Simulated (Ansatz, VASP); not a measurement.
## Sb in VASP and in Ansatz

```
Sb
1.0
     3.22320    0.00000    0.00000
     0.00000    3.16000    0.00000
     0.00000    0.00000    3.16000
Sb
1
Direct
  0.00000 0.00000 0.00000
```

Change from the starting cell: strain +0.0200 x Voigt [1, 0, 0, 0, 0, 0], atoms carried along.

Alike in both runs: task single point; functional r2SCAN; k mesh 16 × 16 × 16; occupations gaussian, width 0.15 eV; no spin polarisation.

|  | VASP | Ansatz |
| --- | --- | --- |
| version | VASP 6.6.1 | Ansatz 0.2.0 |
| potentials or method | VASP PAW PBE potentials, release 64 (Sb), cutoff 520 eV | scalar-relativistic, plane waves, PAW |
| valence electrons in the cell | 5 | 15 |

|  | VASP | Ansatz | Ansatz less VASP |
| --- | --- | --- | --- |
| gap on the k mesh at the Fermi level (eV) | none | none | - |
| pressure (GPa) | -4.5 | -4.5 | +0.02 |
| traceless stress, the component that is largest in VASP (GPa) | -1.08 | -1.08 | +0.002 |

VASP's potentials were made for PBE, not for r2SCAN. A gap of «none» marks a metal or a gap that the smearing closes. The functional is the same, so the differences come from potentials, cutoffs and numerics. VASP's potentials hold 5 valence electrons a cell and Ansatz's 15, so a difference there can come from the potentials and not from the codes.

Neither program's run includes spin-orbit coupling.
